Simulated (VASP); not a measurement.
# YbAsN4 (I4_1/amd) in VASP: single point with r2SCAN

Aim: the single point of YbAsN4 with r2SCAN.

Everything below comes from runs of VASP 6.6.1. Logs are shortened: lines on timing, memory, paths and dates and some standing lists are left out, and cuts for length are marked.

## Step 1: The cell of the first run

The structure is tetragonal, space group I4_1/amd (No. 141). The conventional cell has a = 7.079 Å, b = 7.079 Å, c = 6.209 Å, α = 90.00°, β = 90.00°, γ = 90.00°. Within 2.3 Å of N (site symmetry m) lie 1 As at 1.66 Å and 1 Yb at 2.27 Å. Within 3.2 Å of Yb (site symmetry -4m2) lie 8 N at 2.27 to 2.51 Å and 2 As at 3.10 Å. Within 2.2 Å of As (site symmetry -4m2) lie 4 N at 1.66 Å.

## Step 2: Single point, r2SCAN

Contents of POSCAR:

```
YbAsN4
1.0
   -3.5393590000      3.5393590000      3.1042900000
    3.5393590000     -3.5393590000      3.1042900000
    3.5393590000      3.5393590000     -3.1042900000
N Yb As
8 2 2
Direct
    0.7228000000      0.7836000000      0.9392000000
    0.7836000000      0.3444000000      0.0608000000
    0.3444000000      0.7836000000      0.5608000000
    0.7836000000      0.7228000000      0.4392000000
    0.2772000000      0.2164000000      0.0608000000
    0.2164000000      0.2772000000      0.5608000000
    0.6556000000      0.2164000000      0.4392000000
    0.2164000000      0.6556000000      0.9392000000
    0.8750000000      0.1250000000      0.7500000000
    0.1250000000      0.8750000000      0.2500000000
    0.6250000000      0.3750000000      0.2500000000
    0.3750000000      0.6250000000      0.7500000000
```

Contents of INCAR.step1:

```
ALGO = Normal
EDIFF = 1E-4
ENCUT = 520
GGA = PE
ISMEAR = 1
LASPH = T
LCHARG = F
LREAL = F
LWAVE = T
NBANDS = 61
NELM = 100
PREC = Accurate
SIGMA = 0.0235
```

Contents of INCAR.step2:

```
ALGO = Normal
EDIFF = 1E-6
ENCUT = 520
ISIF = 2
ISMEAR = 1
ISTART = 1
LASPH = T
LCHARG = T
LELF = T
LMIXTAU = T
LREAL = F
LVHAR = T
LWAVE = F
METAGGA = R2SCAN
NBANDS = 61
NELM = 100
PREC = Accurate
SIGMA = 0.0235
```

Contents of KPOINTS:

```
k-points
0
Gamma
  4 4 4
```

Potentials or basis: VASP PAW PBE potentials, release 64 (N, Yb, As).

The run is started by

```bash
$ cat potpaw_PBE.64/N/POTCAR potpaw_PBE.64/Yb/POTCAR potpaw_PBE.64/As/POTCAR > POTCAR
$ cp INCAR.step1 INCAR
$ mpirun -np 1 vasp_std > vasp.out
$ cp INCAR.step2 INCAR
$ mpirun -np 1 vasp_std > vasp.out
```

OUTCAR:

```text
EDIFF = 1E-6
   ENCUT = 520
   ISIF = 2
   ISMEAR = 1
   ISTART = 1
   LASPH = T
   LREAL = F
   METAGGA = R2SCAN
   NELM = 100
   PREC = Accurate

 ion  position               nearest neighbor table
   1  0.723  0.784  0.939-  12 1.66  10 2.27   9 2.51
   2  0.784  0.344  0.061-  11 1.66   9 2.27  10 2.51
   3  0.344  0.784  0.561-  12 1.66  10 2.27   9 2.51
   4  0.784  0.723  0.439-  11 1.66   9 2.27  10 2.51
   5  0.277  0.216  0.061-  11 1.66   9 2.27  10 2.51
   6  0.216  0.277  0.561-  12 1.66  10 2.27   9 2.51
   7  0.656  0.216  0.439-  11 1.66   9 2.27  10 2.51
   8  0.216  0.656  0.939-  12 1.66  10 2.27   9 2.51
   9  0.875  0.125  0.750-   2 2.27   7 2.27   5 2.27   4 2.27   8 2.51   3 2.51   1 2.51   6 2.51
                            12 3.10  12 3.10
  10  0.125  0.875  0.250-   3 2.27   8 2.27   6 2.27   1 2.27   7 2.51   2 2.51   5 2.51   4 2.51
                            11 3.10  11 3.10
  11  0.625  0.375  0.250-   4 1.66   5 1.66   2 1.66   7 1.66  10 3.10  10 3.10
  12  0.375  0.625  0.750-   1 1.66   6 1.66   3 1.66   8 1.66   9 3.10   9 3.10

  LATTYP: Found a body centered tetragonal cell.
 ALAT       =     7.0787180000
 C/A-ratio  =     0.8770768944

  Lattice vectors:

 A1 = (  -3.5393590000,   3.5393590000,   3.1042900000)
 A2 = (   3.5393590000,  -3.5393590000,   3.1042900000)
 A3 = (   3.5393590000,   3.5393590000,  -3.1042900000)

Analysis of symmetry for initial positions (statically):
=====================================================================
 Subroutine PRICEL returns:
 Original cell was already a primitive cell.

 Routine SETGRP: Setting up the symmetry group for a
 body centered tetragonal supercell.

 Subroutine GETGRP returns: Found 16 space group operations
 (whereof  4 operations were pure point group operations)
 out of a pool of 16 trial point group operations.

The static configuration has the point symmetry C_2h.
 The point group associated with its full space group is D_4h.

Analysis of symmetry for dynamics (positions and initial velocities):
=====================================================================
 Subroutine PRICEL returns:
 Original cell was already a primitive cell.

 Routine SETGRP: Setting up the symmetry group for a
 body centered tetragonal supercell.

[... 121 lines left out ...]
   POTIM  = 0.5000    time-step for ionic-motion
   TEBEG  =    0.0;   TEEND  =   0.0 temperature during run
   PSTRESS=    0.0 pullay stress
   NELECT =      98.0000    total number of electrons
   NUPDOWN=      -1.0000    fix difference up-down
   EMIN   =  10.00;   EMAX   =-10.00  energy-range for DOS
   EFERMI =   0.00;   METHOD = LEGACY
   ISMEAR =     1;   SIGMA  =   0.02  broadening in eV -4-tet -1-fermi 0-gaus
   EFERMI_NEDOS =   21; number of points for ismear=-14 and -15
   IALGO  =     38    algorithm
   IMIX   =      4    mixing-type and parameters
     AMIX     =   0.40;   BMIX     =  1.00
     AMIX_MAG =   1.60;   BMIX_MAG =  1.00
  volume/ion in A,a.u.               =      12.96        87.48
  Fermi-wavevector in a.u.,A,eV,Ry     =   1.403437  2.652112 26.798529  1.969636
  Thomas-Fermi vector in A             =   2.526099
   LORBIT       =      0    0 simple, 1 ext, 2 COOP (PROOUT), +10 PAW based schemes
   METAGGA = R2SCAN    functional components
   LHFCALC =     F    Hartree Fock is set to
   AEXX    =    0.0000 exact exchange contribution
   IVDW    =     0    specifies the selected vdW correction
   LEPSILON=     F    determine dielectric tensor
   LRPA    =     F    only Hartree local field effects (RPA)
 non-spin polarized calculation
 Methfessel and Paxton  Order N= 1 SIGMA  =   0.02
  energy-cutoff  :      520.00
  volume of cell :      155.55
 maximum number of plane-waves:      4208
 NGX is ok and might be reduce to    48
   NGX = 21   NGY = 21   NGZ = 21

 number of electron      98.0000002 magnetization

 Free energy of the ion-electron system (eV)
  ---------------------------------------------------
  ext. energy  EPLUGINS =         0.00000000
  ---------------------------------------------------
  free energy    TOTEN  =      -161.72312529 eV

  energy without entropy =     -161.72432624  energy(sigma->0) =     -161.72352561

 E-fermi :   1.9300     XC(G=0): -11.3976

 val. band max:        1.9231052209   @ k =   0.2500   0.2500   0.2500
 cond. band min:       1.9329851792   @ k =   0.2500   0.2500   0.2500
 fundamental gap:      0.0098799583
 Fermi energy:         1.9299926358

 k-point     1 :       0.0000    0.0000    0.0000
  band No.  band energies     occupation
      1     -50.1836      2.00000
      2     -50.1763      2.00000
      3     -21.7106      2.00000
      4     -21.6998      2.00000
      5     -21.6998      2.00000
      6     -21.6781      2.00000
[... 821 lines left out ...]
     60      10.5638      0.00000
     61      10.6671      0.00000

------------------------ aborting loop because EDIFF is reached ----------------------------------------

  FORCE on cell =-STRESS in cart. coord.  units (eV):
  Direction    XX          YY          ZZ          XY          YZ          ZX
  --------------------------------------------------------------------------------------
  -------------------------------------------------------------------------------------
  Total       16.7867026     16.7867026     22.7843020      0.0000000      0.0000000      0.0000000
  in kB      172.9037730    172.9037730    234.6793096      0.0000000      0.0000000      0.0000000
  external PRESSURE =     193.4956185 kB  Pullay stress =       0.0000000 kB

 VOLUME and BASIS-vectors are now :
 -----------------------------------------------------------------------------
  energy-cutoff  :      520.00
  volume of cell :      155.55
      direct lattice vectors                 reciprocal lattice vectors
    -3.539359000  3.539359000  3.104290000     0.000000000  0.141268518  0.161067426
     3.539359000 -3.539359000  3.104290000     0.141268518  0.000000000  0.161067426
     3.539359000  3.539359000 -3.104290000     0.141268518  0.141268518  0.000000000

 POSITION                                       TOTAL-FORCE (eV/Angst)
 -----------------------------------------------------------------------------------
      3.53936      3.10897      1.76075         0.000000      3.474408      2.718220
     -1.33929      1.76968      3.31290        -3.474408     -0.000000      2.718220
      3.53936      0.43039      1.76075        -0.000000     -3.474408      2.718220
      1.33929      1.76968      3.31290         3.474408      0.000000      2.718220
      0.00000      0.43039      1.34354        -0.000000     -3.474408     -2.718220
      2.20007      1.76968     -0.20861        -3.474408     -0.000000     -2.718220
      0.00000      3.10897      1.34354         0.000000      3.474408     -2.718220
      4.87865      1.76968     -0.20861         3.474408      0.000000     -2.718220
      0.00000      5.30904      0.77607        -0.000000      0.000000     -0.000000
      3.53936     -1.76968      2.32822        -0.000000      0.000000     -0.000000
     -0.00000      1.76968      2.32822        -0.000000      0.000000      0.000000
      3.53936      1.76968      0.77607        -0.000000      0.000000      0.000000
 -----------------------------------------------------------------------------------
    total drift:                                0.000000     -0.000000      0.000000

  FREE ENERGIE OF THE ION-ELECTRON SYSTEM (eV)
  ---------------------------------------------------
  free  energy   TOTEN  =      -161.7231252919 eV

  energy  without entropy=     -161.7243262438  energy(sigma->0) =     -161.72352561
```

OUTCAR.step1:

```text
EDIFF = 1E-4
   ENCUT = 520
   GGA = PE
   ISMEAR = 1
[... 1084 lines left out ...]
      0.00000      5.30904      0.77607        -0.000000     -0.000000     -0.000000
      3.53936     -1.76968      2.32822        -0.000000     -0.000000     -0.000000
     -0.00000      1.76968      2.32822        -0.000000     -0.000000     -0.000000
      3.53936      1.76968      0.77607        -0.000000     -0.000000     -0.000000
 -----------------------------------------------------------------------------------
    total drift:                                0.000000     -0.000000      0.000000

  FREE ENERGIE OF THE ION-ELECTRON SYSTEM (eV)
  ---------------------------------------------------
  free  energy   TOTEN  =       -69.4621569527 eV

  energy  without entropy=      -69.4628203608  energy(sigma->0) =      -69.46237809
```

OSZICAR.step1:

```text
N       E                     dE             d eps       ncg     rms          rms(c)
DAV:   1     0.108650247103E+04    0.10865E+04   -0.37021E+04  2707   0.975E+03
DAV:   2     0.170158732473E+03   -0.91634E+03   -0.86376E+03  2746   0.157E+03
DAV:   3    -0.641420445633E+02   -0.23430E+03   -0.19874E+03  2488   0.355E+02
[... 12 lines left out ...]
DAV:  77    -0.694624591048E+02    0.45884E-03   -0.96054E-05  1036   0.455E-01    0.134E+00
DAV:  78    -0.694620261741E+02    0.43293E-03   -0.42880E-04  1476   0.471E-01    0.155E+00
DAV:  79    -0.694622328356E+02   -0.20666E-03   -0.68919E-05  1252   0.217E-01    0.153E+00
DAV:  80    -0.694615394391E+02    0.69340E-03   -0.11551E-04  1004   0.631E-01    0.153E+00
DAV:  81    -0.694621696986E+02   -0.63026E-03   -0.62979E-05  1052   0.536E-01    0.153E+00
DAV:  82    -0.694621569527E+02    0.12746E-04   -0.39709E-04  1396   0.134E-01
   1 F= -.69462157E+02 E0= -.69462378E+02  d E =0.663408E-03
```

Wall time 38 min (1 thread of Intel Xeon Platinum 8259CL at 2.50GHz (Skylake/Cascade Lake), shared host); peak memory 0.43 GiB.

What came out:

- Free energy: -161.7231 eV
- Pressure: 19.3 GPa
- Largest force: 4.411 eV/Å
- Band gap on the k mesh: zero (bands 49 and 50 overlap by 0.62 eV)

Forces on the atoms (eV/Å):
```
N    0.000  3.474  2.718
N   -3.474  0.000  2.718
N    0.000 -3.474  2.718
N    3.474  0.000  2.718
N    0.000 -3.474 -2.718
N   -3.474  0.000 -2.718
N    0.000  3.474 -2.718
N    3.474  0.000 -2.718
Yb   0.000  0.000  0.000
Yb   0.000  0.000  0.000
As   0.000  0.000  0.000
As   0.000  0.000  0.000
```

Caveat: the stress differs along the axes, from 17 to 23 GPa; the PAW data sets were made with another functional, which shifts forces and pressure a little; spin-orbit coupling is left out, which moves the levels of the heavy elements. Spin polarisation is off, so any magnetic state and its effect on volume and gap are missing.
